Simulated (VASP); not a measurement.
# Cu (P6/mmm) in VASP: further runs, part 2 of 2

VASP 6.6.1. Earlier steps stand in the parts before.

## (3) Single point, PBE (volume scaled by 0.92)

Input file INCAR:

```
PREC     = Accurate       # precision mode
ENCUT    = 520            # plane-wave cutoff, eV
EDIFF    = 1E-6           # SCF threshold, eV
ISMEAR   = -1             # smearing method
SIGMA    = 0.05           # smearing width, eV
LREAL    = False          # projectors in reciprocal space
LASPH    = True           # aspherical terms in the spheres
NELM     = 80             # most SCF steps
ALGO     = Normal         # electronic algorithm
ISIF     = 2              # what is computed and relaxed
LWAVE    = False          # write WAVECAR
LCHARG   = False          # write CHGCAR
GGA      = PE             # functional
NBANDS   = 12             # bands
```

Input file KPOINTS:

```
regular mesh
0
Gamma
  17 17 16
```

Input file POSCAR:

```
Cu
1.0
    2.4253202342      0.0000000000      0.0000000000
   -1.2126601171      2.1003889351      0.0000000000
    0.0000000000      0.0000000000      2.3497805009
Cu
1
Direct
    0.0000000000      0.0000000000      0.0000000000
```

Potentials or basis: VASP PAW PBE potentials, release 64 (Cu).

The run is started by

```bash
cat potpaw_PBE.64/Cu/POTCAR > POTCAR
mpirun -np 1 vasp_std > vasp.out
```

OUTCAR:

```text
PREC = Accurate
   ENCUT = 520
   EDIFF = 1E-6
   ISMEAR = -1
   LREAL = False
   LASPH = True
   NELM = 80
   ISIF = 2
   GGA = PE

 ion  position               nearest neighbor table
   1  0.000  0.000  0.000-

  LATTYP: Found a hexagonal cell.
 ALAT       =     2.4253202342
 C/A-ratio  =     0.9688537075

  Lattice vectors:

 A1 = (   2.4253202342,   0.0000000000,   0.0000000000)
 A2 = (  -1.2126601171,   2.1003889351,   0.0000000000)
 A3 = (   0.0000000000,   0.0000000000,   2.3497805009)

Analysis of symmetry for initial positions (statically):
=====================================================================
 Subroutine PRICEL returns:
 Original cell was already a primitive cell.

 Routine SETGRP: Setting up the symmetry group for a
 hexagonal supercell.

 Subroutine GETGRP returns: Found 24 space group operations
 (whereof 24 operations were pure point group operations)
 out of a pool of 24 trial point group operations.

The static configuration has the point symmetry D_6h.

[... 157 lines left out ...]

 E-fermi :   7.3584     XC(G=0): -12.5964

 val. band max:        7.3410002566   @ k =   0.2353   0.2353   0.1250
 cond. band min:       7.3791630021   @ k =   0.1765   0.0588   0.4375
 fundamental gap:      0.0381627455
 Fermi energy:         7.3584133690

 k-point     1 :       0.0000    0.0000    0.0000
  band No.  band energies     occupation
      1      -1.7950      2.00000
      2       2.9815      2.00000
      3       4.3598      2.00000
      4       4.3598      2.00000
      5       5.8634      2.00000
      6       5.8634      2.00000
      7      24.9671      0.00000
      8      29.6412      0.00000
      9      30.4840      0.00000
     10      32.3287      0.00000
     11      32.3287      0.00000
     12      34.7973      0.00000
[... 331 lines left out ...]
 k-point    24 :       0.1765    0.1765    0.0000
  band No.  band energies     occupation
      1       1.2446      2.00000
      2       3.4937      2.00000
      3       3.6336      2.00000
      4       5.2606      2.00000
      5       5.6762      2.00000
      6       5.7102      2.00000
      7      19.5861      0.00000
      8      19.7768      0.00000
      9      29.1519      0.00000
     10      31.1876      0.00000
     11      35.5861      0.00000
     12      38.3218      0.00000

 [... further k-points ...]
[... 5 lines left out ...]
  --------------------------------------------------------------------------------------
  -------------------------------------------------------------------------------------
  Total        0.9340656      0.9340656      0.9101536      0.0000000      0.0000000      0.0000000
  in kB      125.0235637    125.0235637    121.8229650      0.0000000      0.0000000      0.0000000
  external PRESSURE =     123.9566974 kB  Pullay stress =       0.0000000 kB

 VOLUME and BASIS-vectors are now :
 -----------------------------------------------------------------------------
  energy-cutoff  :      520.00
  volume of cell :       11.97
      direct lattice vectors                 reciprocal lattice vectors
     2.425320234  0.000000000  0.000000000     0.412316685  0.238051149  0.000000000
    -1.212660117  2.100388935  0.000000000     0.000000000  0.476102299  0.000000000
     0.000000000  0.000000000  2.349780501     0.000000000  0.000000000  0.425571665

 POSITION                                       TOTAL-FORCE (eV/Angst)
 -----------------------------------------------------------------------------------
      0.00000      0.00000      0.00000         0.000000      0.000000      0.000000
 -----------------------------------------------------------------------------------
    total drift:                                0.000000      0.000000      0.000000

  FREE ENERGIE OF THE ION-ELECTRON SYSTEM (eV)
  ---------------------------------------------------
  free  energy   TOTEN  =        -3.4291456827 eV

  energy  without entropy=       -3.4272526276  energy(sigma->0) =       -3.42819916
```

Wall time 15 s (1 thread of Intel Xeon 6975P-C (Granite Rapids), shared host); peak memory 0.15 GiB.

Results:

* Free energy: -3.4291 eV
* Pressure: 12.4 GPa

Stress tensor (GPa, compression positive):
```
12.50  0.00  0.00
 0.00 12.50  0.00
 0.00  0.00 12.18
```

Levels at points of the mesh, in eV from the Fermi level:
| k point | band 2 | band 3 | band 4 | band 5 | band 6 | band 7 | band 8 | band 9 | band 10 | band 11 |
| --- | --- | --- | --- | --- | --- | --- | --- | --- | --- | --- |
| (0.00, 0.00, 0.00) | -4.38 | -3.00 | -3.00 | -1.50 | -1.50 | 17.61 | 22.28 | 23.13 | 24.97 | 24.97 |
| (0.00, 0.00, 0.50) | -2.79 | -2.79 | -2.25 | -2.25 | -2.14 | 1.97 | 27.74 | 29.95 | 30.49 | 30.49 |

Caveat: the cell differs from its parent crystal (volume scaled by 0.92).

## (4) Single point, PBE

This run uses another cell than the first one, of 5.85 Å³/atom, 0.489 times its volume.

Input file INCAR:

```
SYSTEM = Cu
PREC     = Accurate       ! precision mode
ENCUT    = 520            ! plane-wave cutoff, eV
EDIFF    = 1E-6           ! SCF threshold, eV
ISMEAR   = -1             ! smearing method
SIGMA    = 0.05           ! smearing width, eV
LREAL    = .FALSE.        ! projectors in reciprocal space
LASPH    = .TRUE.         ! aspherical terms in the spheres
NELM     = 80             ! most SCF steps
ALGO     = Normal         ! electronic algorithm
ISIF     = 2              ! what is computed and relaxed
LWAVE    = .FALSE.        ! write WAVECAR
LCHARG   = .FALSE.        ! write CHGCAR
GGA      = PE             ! functional
NBANDS   = 12             ! bands
```

Input file KPOINTS:

```
regular mesh
0
G
  17 17 16
  0 0 0
```

Input file POSCAR:

```
Cu
1.0
    1.9227196688      0.0000000000      0.0000000000
   -0.9613598344      1.6651240776      0.0000000000
    0.0000000000      0.0000000000      1.8287663595
Cu
1
Direct
    0.0000000000      0.0000000000      0.0000000000
```

The run is started by

```bash
cat potpaw_PBE.64/Cu/POTCAR > POTCAR
mpirun -np 1 vasp_std > vasp.out
```

Run time: 17 s. Hardware: 1 thread of Intel Xeon Platinum 8375C at 2.90GHz (Ice Lake), shared host; peak memory 0.13 GiB.

The run converged, but its numbers aren't listed here, since they failed a check.

## (5) Single point, PBE

Input file INCAR:

```
PREC = Accurate
ENCUT = 520
EDIFF = 1E-6
ISMEAR = -1
SIGMA = 0.05
LREAL = False
LASPH = True
NELM = 80
ALGO = Normal
ISIF = 2
LWAVE = False
LCHARG = False
GGA = PE
NBANDS = 12
```

Input file KPOINTS:

```
Automatic mesh
0
Gamma
  17 17 16
```

POSCAR is that of step 4.

The run is started by

```bash
cat potpaw_PBE.64/Cu/POTCAR > POTCAR
mpirun -np 1 vasp_std > vasp.out
```

Run time: 10 s. Hardware: 1 thread of Intel Xeon Platinum 8375C at 2.90GHz (Ice Lake), shared host; peak memory 0.12 GiB.

The run converged, but its numbers aren't listed here, since they failed a check.

## (6) Single point, PBE

This run uses another cell than the first one, of 6.77 Å³/atom, 0.565 times its volume.

Input file INCAR:

```
SYSTEM = Cu
ALGO = Normal ; EDIFF = 1E-7
ENCUT = 520 ; GGA = PE
ISIF = 2 ; ISMEAR = -1
LASPH = .True. ; LCHARG = .False.
LREAL = .False. ; LWAVE = .False.
NBANDS = 12 ; NELM = 100
PREC = Accurate ; SIGMA = 0.05
```

Input file KPOINTS:

```
k-points
0
Gamma
  17 17 16
  0 0 0
```

Input file POSCAR:

```
Cu
1.0
    2.0155435673      0.0000000000      0.0000000000
   -1.0077717837      1.7455119317      0.0000000000
    0.0000000000      0.0000000000      1.9230767258
Cu
1
Direct
    0.0000000000      0.0000000000      0.0000000000
```

Potentials or basis: VASP PAW PBE potentials, release 64 (Cu).

The run is started by

```bash
cat potpaw_PBE.64/Cu/POTCAR > POTCAR
mpirun -np 1 vasp_std > vasp.out
```

Wall time 19 s (1 thread of Intel Xeon Platinum 8375C at 2.90GHz (Ice Lake), shared host); peak memory 0.13 GiB.

It converged, with:

```yaml
Free_energy: 0.5462 eV
Pressure: 387.9 GPa
```

Stress tensor (GPa, compression positive):
```
387.68   0.00   0.00
  0.00 387.68   0.00
  0.00   0.00 388.44
```

Levels at points of the mesh, in eV from the Fermi level:
| k point | band 4 | band 5 | band 6 | band 7 | band 8 | band 9 |
| --- | --- | --- | --- | --- | --- | --- |
| (0.00, 0.00, 0.00) | -5.76 | -2.12 | -2.12 | 24.94 | 26.76 | 32.48 |
| (0.00, 0.00, 0.50) | -5.08 | -4.13 | -4.13 | 5.28 | 33.46 | 37.64 |
